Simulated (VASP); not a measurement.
# SiN (P-6m2) in VASP: relaxation of cell and atoms with PBE

Aim: the relaxation of cell and atoms of SiN with PBE.

Program: VASP 6.6.1. These are calculated values, not measurements. Logs are shortened: lines on timing, memory, paths and dates and some standing lists are left out, and cuts for length are marked.

**1. The cell of the first run**

Symmetry: P-6m2, No. 187, hexagonal system. The conventional cell has a = 2.755 Å, b = 2.755 Å, c = 2.663 Å, α = 90.00°, β = 90.00°, γ = 120.00°. Si (site symmetry -6m2) has 6 N at 2.07 Å and 8 Si at 2.66 to 2.75 Å within 2.8 Å. Within 2.8 Å of N (site symmetry -6m2) lie 6 Si at 2.07 Å and 8 N at 2.66 to 2.75 Å.

**2. Relaxation of cell and atoms, PBE**

Input file INCAR:

```
PREC = Accurate
ENCUT = 600
EDIFF = 1E-6
ISMEAR = 0
SIGMA = 0.1
LREAL = False
LASPH = True
NELM = 80
ALGO = Normal
ISIF = 3
LWAVE = False
LCHARG = False
GGA = PE
IBRION = 2
NSW = 100
EDIFFG = -0.01
```

Input file KPOINTS:

```
Automatic mesh
0
Gamma
  24 24 20
```

Input file POSCAR:

```
SiN
1.0
    2.7548624505      0.0000000000      0.0000000000
   -1.3774312253      2.3857808661      0.0000000000
    0.0000000000      0.0000000000      2.6634078526
Si N
1 1
Direct
    0.0000000000      0.0000000000      0.0000000000
    0.6666666667      0.3333333333      0.5000000000
```

Potentials or basis: VASP PAW PBE potentials, release 64 (Si, N).

Started as:

```
$ cat potpaw_PBE.64/Si/POTCAR potpaw_PBE.64/N/POTCAR > POTCAR
$ mpirun -np 1 vasp_std > vasp.out
```

OUTCAR:

```text
PREC = Accurate
   ENCUT = 600
   EDIFF = 1E-6
   ISMEAR = 0
   LREAL = False
   LASPH = True
   NELM = 80
   ISIF = 3
   GGA = PE
   IBRION = 2
   NSW = 100
   EDIFFG = -0.01

 ion  position               nearest neighbor table
   1  0.000  0.000  0.000-   2 2.07   2 2.07   2 2.07   2 2.07   2 2.07   2 2.07
   2  0.667  0.333  0.500-   1 2.07   1 2.07   1 2.07   1 2.07   1 2.07   1 2.07

  LATTYP: Found a hexagonal cell.
 ALAT       =     2.7548624505
 C/A-ratio  =     0.9668024812

  Lattice vectors:

 A1 = (   2.7548624505,   0.0000000000,   0.0000000000)
 A2 = (  -1.3774312253,   2.3857808661,   0.0000000000)
 A3 = (   0.0000000000,   0.0000000000,   2.6634078526)

Analysis of symmetry for initial positions (statically):
=====================================================================
 Subroutine PRICEL returns:
 Original cell was already a primitive cell.

 Routine SETGRP: Setting up the symmetry group for a
 hexagonal supercell.

 Subroutine GETGRP returns: Found 12 space group operations
 (whereof 12 operations were pure point group operations)
 out of a pool of 24 trial point group operations.

The static configuration has the point symmetry D_3h.

Analysis of symmetry for dynamics (positions and initial velocities):
=====================================================================
 Subroutine PRICEL returns:
 Original cell was already a primitive cell.

 Routine SETGRP: Setting up the symmetry group for a
 hexagonal supercell.

 Subroutine GETGRP returns: Found 12 space group operations
 (whereof 12 operations were pure point group operations)
 out of a pool of 24 trial point group operations.

The dynamic configuration has the point symmetry D_3h.

 Subroutine INISYM returns: Found 12 space group operations
 (whereof 12 operations are pure point group operations),
 and found     1 'primitive' translations

----------------------------------------------------------------------------------------

                                     Primitive cell

  volume of cell :      17.5052

  direct lattice vectors                    reciprocal lattice vectors
     2.754862451  0.000000000  0.000000000     0.362994530  0.209574990  0.000000000
    -1.377431225  2.385780866  0.000000000     0.000000000  0.419149979  0.000000000
     0.000000000  0.000000000  2.663407853     0.000000000  0.000000000  0.375458831

  length of vectors
     2.754862451  2.754862451  2.663407853     0.419149979  0.419149979  0.375458831

  position of ions in fractional coordinates (direct lattice)
     0.000000000  0.000000000  0.000000000
     0.666666667  0.333333333  0.500000000

  ion indices of the primitive-cell ions
   primitive index   ion index
                 1           1
                 2           2

----------------------------------------------------------------------------------------

 KPOINTS: Automatic mesh

Automatic generation of k-mesh.
 Grid dimensions read from file:
 generate k-points for:   24   24   20

 Generating k-lattice:

  Cartesian coordinates                     Fractional coordinates (reciprocal lattice)
     0.015124772  0.008732291  0.000000000     0.041666667 -0.000000000  0.000000000
     0.000000000  0.017464582  0.000000000     0.000000000  0.041666667  0.000000000
     0.000000000  0.000000000  0.018772942     0.000000000  0.000000000  0.050000000

  Length of vectors
     0.017464582  0.017464582  0.018772942

  Shift w.r.t. Gamma in fractional coordinates (k-lattice)
     0.000000000  0.000000000  0.000000000

 Subroutine IBZKPT returns following result:
 ===========================================

 Found    671 irreducible k-points:

 Following reciprocal coordinates:
            Coordinates               Weight
  0.000000  0.000000  0.000000      1.000000
  0.041667  0.000000  0.000000      6.000000
  0.083333  0.000000  0.000000      6.000000
  0.125000  0.000000  0.000000      6.000000
  0.166667  0.000000  0.000000      6.000000
  0.208333  0.000000  0.000000      6.000000
[... 16 lines left out ...]
  0.416667  0.041667  0.000000     12.000000
  0.458333  0.041667  0.000000     12.000000
 [... further k-points ...]
   k-points           NKPTS =    671   k-points in BZ     NKDIM =    671   number of bands    NBANDS=      8
   number of dos      NEDOS =    301   number of ions     NIONS =      2
   total plane-waves  NPLWV =  13824
   dimension x,y,z NGX =    24 NGY =   24 NGZ =   24
   dimension x,y,z NGXF=    48 NGYF=   48 NGZF=   48
   ions per type =               1   1
   NGX,Y,Z   is equivalent  to a cutoff of  14.48, 14.48, 14.98 a.u.
   NGXF,Y,Z  is equivalent  to a cutoff of  28.97, 28.97, 29.96 a.u.
 SYSTEM =  unknown system
   PREC   = accura    normal or accurate (medium, high low for compatibility)
   ISTART =      0    job   : 0-new  1-cont  2-samecut
   ICHARG =      2    charge: 1-file 2-atom 10-const
   ISPIN  =      1    spin polarized calculation?
   LNONCOLLINEAR =      F non collinear calculations
   LSORBIT =      F    spin-orbit coupling
   LASPH  =      T    aspherical Exc in radial PAW
   ENCUT  =  600.0 eV  44.10 Ry    6.64 a.u.   5.50  5.50  5.32*2*pi/ulx,y,z
   NELM   =     80;   NELMIN=  2; NELMDL= -5     # of ELM steps
   EDIFF  = 0.1E-05   stopping-criterion for ELM
   LREAL  =      F    real-space projection
   EDIFFG = -.1E-01   stopping-criterion for IOM
   NSW    =    100    number of steps for IOM
   IBRION =      2    ionic relax: 0-MD 1-quasi-New 2-CG
   NFREE  =      1    steps in history (QN), initial steepest desc. (CG)
   ISIF   =      3    stress and relaxation
   ISYM   =      2    0-nonsym 1-usesym 2-fastsym
   POTIM  = 0.5000    time-step for ionic-motion
   TEBEG  =    0.0;   TEEND  =   0.0 temperature during run
   PSTRESS=    0.0 pullay stress
   NELECT =       9.0000    total number of electrons
   NUPDOWN=      -1.0000    fix difference up-down
   EMIN   =  10.00;   EMAX   =-10.00  energy-range for DOS
   EFERMI =   0.00;   METHOD = LEGACY
   ISMEAR =     0;   SIGMA  =   0.10  broadening in eV -4-tet -1-fermi 0-gaus
   EFERMI_NEDOS =   21; number of points for ismear=-14 and -15
   IALGO  =     38    algorithm
   IMIX   =      4    mixing-type and parameters
     AMIX     =   0.40;   BMIX     =  1.00
     AMIX_MAG =   1.60;   BMIX_MAG =  1.00
  volume/ion in A,a.u.               =       8.75        59.07
  Fermi-wavevector in a.u.,A,eV,Ry     =   1.311494  2.478364 23.402243  1.720016
  Thomas-Fermi vector in A             =   2.441952
   LORBIT       =      0    0 simple, 1 ext, 2 COOP (PROOUT), +10 PAW based schemes
   GGA     = PE    functional components
   LHFCALC =     F    Hartree Fock is set to
   AEXX    =    0.0000 exact exchange contribution
   IVDW    =     0    specifies the selected vdW correction
   LEPSILON=     F    determine dielectric tensor
   LRPA    =     F    only Hartree local field effects (RPA)
 conjugate gradient relaxation of ions
 non-spin polarized calculation
 Gauss-broadening in eV      SIGMA  =   0.10
  energy-cutoff  :      600.00
  volume of cell :       17.51
 maximum number of plane-waves:       606
 NGX is ok and might be reduce to    24
   NGX = 11   NGY = 11   NGZ = 11

--------------------------------------- Ionic step        1  -------------------------------------------

 number of electron       9.0000001 magnetization

 Free energy of the ion-electron system (eV)
  ---------------------------------------------------
  ext. energy  EPLUGINS =         0.00000000
  ---------------------------------------------------
  free energy    TOTEN  =       -12.80232473 eV

  energy without entropy =      -12.79940434  energy(sigma->0) =      -12.80086454

------------------------ aborting loop because EDIFF is reached ----------------------------------------

  FORCE on cell =-STRESS in cart. coord.  units (eV):
  Direction    XX          YY          ZZ          XY          YZ          ZX
  --------------------------------------------------------------------------------------
  -------------------------------------------------------------------------------------
  Total       -0.2392364     -0.2392364      0.5564966      0.0000000      0.0000000      0.0000000
  in kB      -21.8962440    -21.8962440     50.9336721      0.0000000      0.0000000      0.0000000
  external PRESSURE =       2.3803947 kB  Pullay stress =       0.0000000 kB
[... 93 lines left out ...]
  energy  without entropy=      -12.8017705012  energy(sigma->0) =      -12.80322272

--------------------------------------- Ionic step        4  -------------------------------------------

 number of electron       9.0000001 magnetization

 Free energy of the ion-electron system (eV)
  ---------------------------------------------------
  ext. energy  EPLUGINS =         0.00000000
  ---------------------------------------------------
  free energy    TOTEN  =       -12.80471738 eV

  energy without entropy =      -12.80182243  energy(sigma->0) =      -12.80326990

 E-fermi :  12.7362     XC(G=0): -12.5259

 val. band max:       12.7345080007   @ k =   0.3333   0.2917   0.2500
 cond. band min:      12.7371781532   @ k =   0.2917   0.0417   0.0500
 fundamental gap:      0.0026701526
 Fermi energy:        12.7361663994

 k-point     1 :       0.0000    0.0000    0.0000
  band No.  band energies     occupation
      1      -8.4071      2.00000
      2       7.5183      2.00000
      3       9.3143      2.00000
      4       9.3143      2.00000
      5      10.2818      2.00000
      6      17.6985      0.00000
      7      19.6387      0.00000
      8      19.6387      0.00000
[... 243 lines left out ...]
 k-point    24 :       0.4583    0.0417    0.0000
  band No.  band energies     occupation
      1      -5.0652      2.00000
      2       0.3272      2.00000
      3       7.1598      2.00000
      4       9.2341      2.00000
      5      12.5745      1.97776
      6      17.1945      0.00000
      7      18.7872      0.00000
      8      19.8531      0.00000

 [... further k-points ...]

------------------------ aborting loop because EDIFF is reached ----------------------------------------

  FORCE on cell =-STRESS in cart. coord.  units (eV):
  Direction    XX          YY          ZZ          XY          YZ          ZX
  --------------------------------------------------------------------------------------
  -------------------------------------------------------------------------------------
  Total        0.0096176      0.0096176      0.0067638     -0.0000000     -0.0000000      0.0000000
  in kB        0.8818277      0.8818277      0.6201651     -0.0000000     -0.0000000      0.0000000
  external PRESSURE =       0.7946068 kB  Pullay stress =       0.0000000 kB
[... 17 lines left out ...]
  FREE ENERGIE OF THE ION-ELECTRON SYSTEM (eV)
  ---------------------------------------------------
  free  energy   TOTEN  =       -12.8047173779 eV

  energy  without entropy=      -12.8018224301  energy(sigma->0) =      -12.80326990

 reached required accuracy - stopping structural energy minimisation
```

It took 3.1 min on 1 thread of Intel Xeon 8259CL, shared host; peak memory 0.24 GiB.

What came out:

```
Free energy                           : -12.8047 eV
Relaxed volume                        : 8.74 Å³/atom
Relaxed cell                          : a = 2.745 Å, b = 2.745 Å, c = 2.678 Å, α = 90.00°, β = 90.00°, γ = 120.00°
Space group after relaxing (to 0.1 Å) : P-6m2 (No. 187)
Energy gained by relaxing             : 1.2 meV/atom
Ionic steps                           : 4
Pressure after relaxing               : 0.1 GPa
Band gap on the k mesh                : zero (an odd number of electrons rules out a gap without spin polarisation)
```

The path:
| step | energy change (eV) | largest force (eV/Å) | pressure (GPa) | volume (Å³) |
| --- | --- | --- | --- | --- |
| 1 | 0.0000 | 0.0000 | 0.24 | 17.51 |
| 2 | 0.0008 | 0.0000 | -1.05 | 17.54 |
| 3 | -0.0024 | 0.0000 | -0.37 | 17.52 |
| 4 | -0.0024 | 0.0000 | 0.08 | 17.47 |

Final structure:
```
Si N
1.0
     2.74481    0.00000    0.00000
    -1.37241    2.37708    0.00000
     0.00000    0.00000    2.67817
Si N
1 1
Cartesian
  0.0000 0.0000 0.0000
  1.3724 0.7924 1.3391
```

Levels at points of the mesh, in eV from the Fermi level:
```
           k point  band 2  band 3  band 4  band 5  band 6  band 7
(0.00, 0.00, 0.00)   -5.22   -3.42   -3.42   -2.45    4.96    6.90
(0.50, 0.00, 0.00)  -12.48   -5.36   -3.50   -0.39    4.51    5.96
(0.00, 0.00, 0.50)  -14.13   -2.32   -2.32    4.16    4.22    8.88
(0.50, 0.00, 0.50)  -10.21   -9.45   -5.33   -3.82    4.42    4.68
```
